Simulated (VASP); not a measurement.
Input of a VASP 6.6.1 run:

File INCAR:

```
SYSTEM = Y
PREC = Accurate
ENCUT = 520
EDIFF = 1E-6
ISMEAR = -1
SIGMA = 0.1
LREAL = .FALSE.
LASPH = .TRUE.
NELM = 80
ALGO = Normal
ISIF = 2
LWAVE = .FALSE.
LCHARG = .TRUE.
GGA = PE
LELF = .TRUE.
LVHAR = .TRUE.
NBANDS = 12
```

The input KPOINTS:

```
regular mesh
0
G
  11 11 11
  0 0 0
```

Contents of POSCAR:

```
Y
1.0
    3.2720785542      0.0000000000      0.0000000000
    0.0000000000      3.2720785542      0.0000000000
    0.0000000000      0.0000000000      3.2720785542
Y
1
Direct
    0.0000000000      0.0000000000      0.0000000000
```

Potentials or basis: VASP PAW PBE potentials, release 64 (Y_sv).

The run is started by

```bash
$ cat potpaw_PBE.64/Y_sv/POTCAR > POTCAR
$ mpirun -np 1 vasp_std > vasp.out
```

Estimate the pressure.

-0.1 GPa.

What does it give for the band gap on the k mesh?

Zero (an odd number of electrons rules out a gap without spin polarisation).
